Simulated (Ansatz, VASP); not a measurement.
# Two plane-wave programs on RbCl4

```
Rb Cl
1.0
     4.74165    0.00000    0.00000
    -2.37082    4.10639    0.00000
     0.00000    0.00000    7.94290
Rb Cl
1 4
Cartesian
  0.0000 0.0000 0.0000
  0.0000 2.7376 5.8331
  2.3708 1.3688 5.8331
  0.0000 2.7376 2.1098
  2.3708 1.3688 2.1098
```

Alike in both runs: functional PBE; dispersion D3(BJ); k mesh 9 × 9 × 6; occupations gaussian, width 0.1 eV; no spin polarisation.

Ansatz relaxed the structure, and its values are those at the end. VASP's run is a single point on that final structure, the one shown.

|  | VASP | Ansatz |
| --- | --- | --- |
| version | VASP 6.6.1 | Ansatz 0.2.0 |
| potentials or method | VASP PAW PBE potentials, release 64 (Rb_sv, Cl), cutoff 500 eV | scalar-relativistic, plane waves, PAW |
| valence electrons in the cell | 37 | 37 |

Ansatz gave:

| Quantity | Value |
| --- | --- |
| gap on the k mesh at the Fermi level (eV) | none |
| pressure (GPa) | 0.0 |

Question: Estimate VASP's values.

Answer: gap on the k mesh at the Fermi level (eV): none; pressure (GPa): -0.1.

A gap of «none» marks a metal or a gap that the smearing closes.
